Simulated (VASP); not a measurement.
Set up this calculation in VASP 6.6.1, as the native input.

- Task: single point
- Functional: PBE
- Potentials or basis: VASP PAW PBE potentials, release 64 (Cs_sv)
- Cutoff: 520 eV
- k mesh: 12 × 12 × 12
- Occupations: gaussian, width 0.15 eV
- Spin: no spin polarisation
- Dipole correction: no
- Further INCAR settings: ALGO = Fast; EDIFF = 1e-07; NBANDS = 10

The structure of Cs lies in POSCAR:

```
Cs
1.0
   -3.0225000000      3.0527250000      3.0225000000
    3.0225000000     -3.0527250000      3.0225000000
    3.0225000000      3.0527250000     -3.0225000000
Cs
1
Direct
    0.0000000000      0.0000000000      0.0000000000
```

This cell differs from its parent crystal: strain +0.0100 x Voigt [0, 1, 0, 0, 0, 0].

One way to write it, as run:

INCAR

```
PREC = Accurate ; ENCUT = 520
EDIFF = 1E-7 ; ISMEAR = 0
SIGMA = 0.15 ; LREAL = False
LASPH = True ; NELM = 100
ALGO = Fast ; ISIF = 2
LWAVE = False ; LCHARG = False
GGA = PE ; NBANDS = 10
```

KPOINTS

```
regular mesh
0
Gamma
  12 12 12
```

Potentials or basis: VASP PAW PBE potentials, release 64 (Cs_sv).

Command:

```console
$ cat potpaw_PBE.64/Cs_sv/POTCAR > POTCAR
$ mpirun -np 1 vasp_std > vasp.out
```

Results of the run:

```json
{
 "Pressure": "0.1 GPa"
}
```

Caveat: the cell differs from its parent crystal (strain +0.0100 x Voigt [0, 1, 0, 0, 0, 0]).

It took 2.5 min on 1 thread of Intel(R) Xeon(R) Platinum 8259CL CPU @ 2.50GHz (Skylake/Cascade Lake) (shared host), peak memory 0.35 GiB.
